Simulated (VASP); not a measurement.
Input of a VASP 6.6.1 run:

INCAR

```
  PREC = Accurate
  ENCUT = 500
  EDIFF = 1E-6
  ISMEAR = 1
  SIGMA = 0.01
  LREAL = False
  LASPH = True
  NELM = 120
  ALGO = Normal
  ISIF = 2
  LWAVE = False
  LCHARG = False
  GGA = PE
  IVDW = 13
  NBANDS = 11
  GGA_COMPAT = False
```

KPOINTS

```
regular mesh
0
Gamma
  8 8 8
```

The input POSCAR:

```
BAs
1.0
    0.0000000000      2.3906971093      2.3906971093
    2.3906971093      0.0000000000      2.3906971093
    2.3906971093      2.3906971093      0.0000000000
B As
1 1
Direct
    0.0000000000      0.0000000000      0.0000000000
    0.2500000000      0.2500000000      0.2500000000
```

Potentials or basis: VASP PAW PBE potentials, release 64 (B, As).

Run with:

```console
$ cat potpaw_PBE.64/B/POTCAR potpaw_PBE.64/As/POTCAR > POTCAR
$ mpirun -np 1 vasp_std > vasp.out
```

(1) Predict the pressure.

(2) Predict the dispersion energy per atom.

(3) What does it give for the band gap on the k mesh?

## Answers

(1) -1.3 GPa.

(2) -0.375 eV.

(3) 1.19 eV, indirect (least direct gap 3.27 eV).
